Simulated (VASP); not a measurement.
# MgB2 (P6/mmm) in VASP: a series of runs

MgB2 is run at these levels: PBE+D3(BJ), RPBE+D4, revPBE; tasks: relaxation of shape and atoms at fixed volume.

Everything below comes from runs of VASP 6.6.1. Logs are shortened: lines on timing, memory, paths and dates and some standing lists are left out, and cuts for length are marked.

### Step 1. The cell of the first run

Symmetry: P6/mmm, No. 191, hexagonal system. Conventional cell: a = 3.090 Å, b = 3.090 Å, c = 3.512 Å, α = 90.00°, β = 90.00°, γ = 120.00°. Within 3.3 Å of Mg (site symmetry 6/mmm) lie 12 B at 2.50 Å and 6 Mg at 3.09 Å. B (site symmetry -6m2) has 3 B at 1.78 Å within 2.4 Å.

### Step 2. Relaxation of shape and atoms at fixed volume, PBE+D3(BJ)

The input, INCAR:

```
PREC = Accurate
ENCUT = 600
EDIFF = 1E-7
ISMEAR = 0
SIGMA = 0.05
LREAL = F
LASPH = T
NELM = 60
ALGO = Normal
ISIF = 4
LWAVE = F
LCHARG = F
GGA = PE
IVDW = 12
IBRION = 2
NSW = 60
EDIFFG = -0.02
```

The input, KPOINTS:

```
Automatic mesh
0
Gamma
  8 8 6
```

The input, POSCAR:

```
MgB2
1.0
    3.0897861850      0.0000000000      0.0000000000
   -1.5448930925      2.6758333285      0.0000000000
    0.0000000000      0.0000000000      3.5120909540
Mg B
1 2
Direct
    0.0000000000      0.0000000000      0.0000000000
    0.3333333333      0.6666666667      0.5000000000
    0.6666666667      0.3333333333      0.5000000000
```

Potentials or basis: VASP PAW PBE potentials, release 64 (Mg, B).

Started as:

```console
$ cat potpaw_PBE.64/Mg/POTCAR potpaw_PBE.64/B/POTCAR > POTCAR
$ mpirun -np 1 vasp_std > vasp.out
```

OUTCAR:

```text
PREC = Accurate
   ENCUT = 600
   EDIFF = 1E-7
   ISMEAR = 0
   LREAL = F
   LASPH = T
   NELM = 60
   ISIF = 4
   GGA = PE
   IVDW = 12
   IBRION = 2
   NSW = 60
   EDIFFG = -0.02
 IVDW          = 12

 ion  position               nearest neighbor table
   1  0.000  0.000  0.000-   2 2.50   3 2.50   2 2.50   3 2.50   3 2.50   3 2.50   2 2.50   2 2.50
                             3 2.50   3 2.50   2 2.50   2 2.50
   2  0.333  0.667  0.500-   3 1.78   3 1.78   3 1.78   1 2.50   1 2.50   1 2.50   1 2.50   1 2.50
                             1 2.50
   3  0.667  0.333  0.500-   2 1.78   2 1.78   2 1.78   1 2.50   1 2.50   1 2.50   1 2.50   1 2.50
                             1 2.50

  LATTYP: Found a hexagonal cell.
 ALAT       =     3.0897861850
 C/A-ratio  =     1.1366776676

  Lattice vectors:

 A1 = (   3.0897861850,   0.0000000000,   0.0000000000)
 A2 = (  -1.5448930925,   2.6758333285,   0.0000000000)
 A3 = (   0.0000000000,   0.0000000000,   3.5120909540)

Analysis of symmetry for initial positions (statically):
=====================================================================
 Subroutine PRICEL returns:
 Original cell was already a primitive cell.

 Routine SETGRP: Setting up the symmetry group for a
 hexagonal supercell.

 Subroutine GETGRP returns: Found 24 space group operations
 (whereof 24 operations were pure point group operations)
 out of a pool of 24 trial point group operations.

The static configuration has the point symmetry D_6h.

Analysis of symmetry for dynamics (positions and initial velocities):
=====================================================================
 Subroutine PRICEL returns:
 Original cell was already a primitive cell.

 Routine SETGRP: Setting up the symmetry group for a
 hexagonal supercell.

 Subroutine GETGRP returns: Found 24 space group operations
 (whereof 24 operations were pure point group operations)
 out of a pool of 24 trial point group operations.

The dynamic configuration has the point symmetry D_6h.

 Subroutine INISYM returns: Found 24 space group operations
 (whereof 24 operations are pure point group operations),
 and found     1 'primitive' translations

----------------------------------------------------------------------------------------

                                     Primitive cell

  volume of cell :      29.0371

  direct lattice vectors                    reciprocal lattice vectors
     3.089786185  0.000000000  0.000000000     0.323646990  0.186857677  0.000000000
    -1.544893092  2.675833328  0.000000000     0.000000000  0.373715354  0.000000000
     0.000000000  0.000000000  3.512090954     0.000000000  0.000000000  0.284730667

[... 97 lines left out ...]
   NUPDOWN=      -1.0000    fix difference up-down
   EMIN   =  10.00;   EMAX   =-10.00  energy-range for DOS
   EFERMI =   0.00;   METHOD = LEGACY
   ISMEAR =     0;   SIGMA  =   0.05  broadening in eV -4-tet -1-fermi 0-gaus
   EFERMI_NEDOS =   21; number of points for ismear=-14 and -15
   IALGO  =     38    algorithm
   IMIX   =      4    mixing-type and parameters
     AMIX     =   0.40;   BMIX     =  1.00
     AMIX_MAG =   1.60;   BMIX_MAG =  1.00
  volume/ion in A,a.u.               =       9.68        65.32
  Fermi-wavevector in a.u.,A,eV,Ry     =   1.065255  2.013041 15.439471  1.134769
  Thomas-Fermi vector in A             =   2.200801
   LORBIT       =      0    0 simple, 1 ext, 2 COOP (PROOUT), +10 PAW based schemes
   GGA     = PE    functional components
   LHFCALC =     F    Hartree Fock is set to
   AEXX    =    0.0000 exact exchange contribution
   IVDW    =    12    specifies the selected vdW correction
   LEPSILON=     F    determine dielectric tensor
   LRPA    =     F    only Hartree local field effects (RPA)
 conjugate gradient relaxation of ions
 non-spin polarized calculation
 Gauss-broadening in eV      SIGMA  =   0.05
  energy-cutoff  :      600.00
  volume of cell :       29.04
 maximum number of plane-waves:       986
 NGX is ok and might be reduce to    28
   NGX = 13   NGY = 13   NGZ = 15

 number of electron       8.0000000 magnetization

 Free energy of the ion-electron system (eV)
  ---------------------------------------------------
  ext. energy  EPLUGINS =         0.00000000
  ---------------------------------------------------
  free energy    TOTEN  =       -15.31415978 eV

  energy without entropy =      -15.31166684  energy(sigma->0) =      -15.31291331

 E-fermi :   5.2787     XC(G=0): -10.9135

 val. band max:        5.1689428995   @ k =   0.2500   0.2500   0.5000
 cond. band min:       5.2863207260   @ k =   0.1250   0.0000   0.3333
 fundamental gap:      0.1173778264
 Fermi energy:         5.2787173325

 k-point     1 :       0.0000    0.0000    0.0000
  band No.  band energies     occupation
      1      -7.1505      2.00000
      2       2.3742      2.00000
      3       5.5975      0.00000
      4       5.5975      0.00000
      5       6.9903      0.00000
      6      11.5112      0.00000
      7      11.5112      0.00000
      8      13.2572      0.00000
[... 243 lines left out ...]
 k-point    24 :       0.3750    0.0000    0.3333
  band No.  band energies     occupation
      1      -4.0365      2.00000
      2      -0.0997      2.00000
      3       1.3419      2.00000
      4       3.5507      2.00000
      5       6.3656      0.00000
      6      10.6468      0.00000
      7      14.5457      0.00000
      8      15.0040      0.00000

 [... further k-points ...]

------------------------ aborting loop because EDIFF is reached ----------------------------------------

 Edisp (eV)   -0.84672

 E8    (eV) :    -0.3275

  FORCE on cell =-STRESS in cart. coord.  units (eV):
  Direction    XX          YY          ZZ          XY          YZ          ZX
  --------------------------------------------------------------------------------------
  -------------------------------------------------------------------------------------
  Total      -1.10585    -1.10585    -1.12729    -0.00000     0.00000     0.00000
  in kB     -61.01752   -61.01752   -62.20020    -0.00000     0.00000     0.00000
  external pressure =      -61.41 kB  Pullay stress =        0.00 kB

 VOLUME and BASIS-vectors are now :
 -----------------------------------------------------------------------------
  energy-cutoff  :      600.00
  volume of cell :       29.04
      direct lattice vectors                 reciprocal lattice vectors
     3.089786185  0.000000000  0.000000000     0.323646990  0.186857677  0.000000000
    -1.544893092  2.675833328  0.000000000     0.000000000  0.373715354  0.000000000
     0.000000000  0.000000000  3.512090954     0.000000000  0.000000000  0.284730667

 POSITION                                       TOTAL-FORCE (eV/Angst)
 -----------------------------------------------------------------------------------
      0.00000      0.00000      0.00000        -0.000000      0.000000     -0.000000
     -0.00000      1.78389      1.75605        -0.000000      0.000000      0.000000
      1.54489      0.89194      1.75605         0.000000     -0.000000     -0.000000
 -----------------------------------------------------------------------------------
    total drift:                                0.000000      0.000000     -0.000000

  FREE ENERGIE OF THE ION-ELECTRON SYSTEM (eV)
  ---------------------------------------------------
  free  energy   TOTEN  =       -16.1608749609 eV

  energy  without entropy=      -16.1583820183  energy(sigma->0) =      -16.15962849

 reached required accuracy - stopping structural energy minimisation
```

OSZICAR:

```text
N       E                     dE             d eps       ncg     rms          rms(c)
DAV:   1     0.992586798188E+01    0.99259E+01   -0.43622E+03   656   0.959E+02
DAV:   2    -0.165950352288E+02   -0.26521E+02   -0.25858E+02   896   0.121E+02
DAV:   3    -0.169631877144E+02   -0.36815E+00   -0.36703E+00   872   0.172E+01
DAV:   4    -0.169637082360E+02   -0.52052E-03   -0.52052E-03   984   0.624E-01
DAV:   5    -0.169637084167E+02   -0.18064E-06   -0.18023E-06   872   0.993E-03    0.519E+00
DAV:   6    -0.155796671698E+02    0.13840E+01   -0.23143E+00   680   0.836E+00    0.250E+00
DAV:   7    -0.153201833650E+02    0.25948E+00   -0.12011E+00   744   0.591E+00    0.747E-01
DAV:   8    -0.153245270666E+02   -0.43437E-02   -0.97031E-02   720   0.206E+00    0.460E-01
DAV:   9    -0.153141495651E+02    0.10378E-01   -0.30145E-02   736   0.951E-01    0.514E-02
DAV:  10    -0.153141707111E+02   -0.21146E-04   -0.66816E-04   848   0.201E-01    0.246E-02
DAV:  11    -0.153141640639E+02    0.66471E-05   -0.93978E-05   736   0.588E-02    0.933E-03
DAV:  12    -0.153141597847E+02    0.42793E-05   -0.16182E-05   744   0.230E-02    0.137E-03
DAV:  13    -0.153141597788E+02    0.58643E-08   -0.15255E-07   752   0.384E-03
   1 F= -.16160875E+02 E0= -.16159628E+02  d E =-.161609E+02
```

CONTCAR:

```text
MgB2
   1.00000000000000
     3.0897861849999999    0.0000000000000000    0.0000000000000000
    -1.5448930925000000    2.6758333285000000    0.0000000000000000
     0.0000000000000000    0.0000000000000000    3.5120909540000000
  Mg              B
     1     2
Direct
     0.0000000000000000    0.0000000000000000    0.0000000000000000
     0.3333333332999970    0.6666666667000030    0.5000000000000000
     0.6666666667000030    0.3333333332999970    0.5000000000000000

  0.00000000E+00  0.00000000E+00  0.00000000E+00
  0.00000000E+00  0.00000000E+00  0.00000000E+00
  0.00000000E+00  0.00000000E+00  0.00000000E+00
```

Wall time 12 s (1 thread of Intel Xeon 6975P-C, shared host); peak memory 0.17 GiB.

What came out:

| Quantity | Value |
| --- | --- |
| Free energy | -16.1609 eV |
| Pressure after relaxing | -6.1 GPa |
| Band gap on the k mesh | zero (band 4 reaches 6.39 eV, above the bottom of band 5 at 3.81 eV) |
| Dispersion energy per atom | -0.282 eV |

Final structure:
```cif
data_structure
_symmetry_space_group_name_H-M 'P 1'
_symmetry_Int_Tables_number 1
_cell_length_a 3.0898
_cell_length_b 3.0898
_cell_length_c 3.5121
_cell_angle_alpha 90.000
_cell_angle_beta 90.000
_cell_angle_gamma 120.000
_cell_volume 29.04
loop_
_atom_site_label
_atom_site_type_symbol
_atom_site_fract_x
_atom_site_fract_y
_atom_site_fract_z
_atom_site_occupancy
Mg1 Mg 0.00000 0.00000 0.00000 1
B1 B 0.33333 0.66667 0.50000 1
B2 B 0.66667 0.33333 0.50000 1
```

Caveat: the relaxation stopped at its first step, so nothing moved; pairwise dispersion overbinds metals, which lowers pressure and volume.

### Step 3. Relaxation of shape and atoms at fixed volume, PBE+D3(BJ) (volume scaled by 1.04)

The input, INCAR:

```
ALGO = Normal ; EDIFF = 1E-7
EDIFFG = -0.01 ; ENCUT = 600
GGA = PE ; IBRION = 2
ISIF = 4 ; ISMEAR = 0
IVDW = 12 ; LASPH = True
LCHARG = False ; LREAL = False
LWAVE = False ; NELM = 100
NSW = 60 ; PREC = Accurate
SIGMA = 0.05
```

The input, KPOINTS:

```
k-points
0
Gamma
  8 8 6
```

The input, POSCAR:

```
MgB2
1.0
    3.0918793202      0.0000000000      0.0000000000
   -1.5459396601      2.6776460368      0.0000000000
    0.0000000000      0.0000000000      3.4992602271
Mg B
1 2
Direct
    0.0000000000      0.0000000000      0.0000000000
    0.3333333333      0.6666666667      0.5000000000
    0.6666666667      0.3333333333      0.5000000000
```

Potentials or basis: VASP PAW PBE potentials, release 64 (Mg, B).

Started as:

```console
$ cat potpaw_PBE.64/Mg/POTCAR potpaw_PBE.64/B/POTCAR > POTCAR
$ mpirun -np 1 vasp_std > vasp.out
```

Wall time 16 s (1 thread of Intel Xeon 6975P-C, shared host); peak memory 0.17 GiB.

It converged, with:

```yaml
Free_energy: -16.1634 eV
Energy_gained_by_relaxing: 0.1 meV/atom
Ionic_steps: 2
Pressure_after_relaxing: -5.9 GPa
Band_gap_on_the_k_mesh: zero (band 4 reaches 6.42 eV, above the bottom of band 5 at 3.82 eV)
Dispersion_energy_per_atom: -0.283 eV
```

Stress tensor (GPa, compression positive):
```
-5.89  0.00  0.00
 0.00 -5.89  0.00
 0.00  0.00 -5.81
```

The path:
```
step  energy change (eV)  largest force (eV/Å)  pressure (GPa)  volume (Å³)
   1              0.0000                0.0000           -5.99        28.97
   2             -0.0002                0.0000           -5.86        28.97
```

Final structure:
```xyz
3
Lattice="3.0886 0.0000 0.0000 -1.5443 2.6748 0.0000 0.0000 0.0000 3.5067" Properties=species:S:1:pos:R:3 pbc="T T T"
Mg   -1.5443    2.6748    0.0000
B     0.0000    1.7832    1.7534
B     1.5443    0.8916    1.7534
```

Levels at points of the mesh, in eV from the Fermi level:
```
           k point  band 2  band 3  band 4  band 5  band 6  band 7
(0.00, 0.00, 0.00)   -2.90    0.32    0.32    1.74    6.23    6.23
(0.50, 0.00, 0.00)   -7.86   -2.21    0.23    3.10    3.81    5.39
(0.00, 0.00, 0.50)   -7.43    0.70    0.70    6.57    6.57    7.87
(0.50, 0.00, 0.50)   -6.93   -3.59   -1.91   -1.32    5.65    8.73
```

Caveat: the cell differs from its parent crystal (volume scaled by 1.04); pairwise dispersion overbinds metals, which lowers pressure and volume.

(Continued in part 2 of 2.)
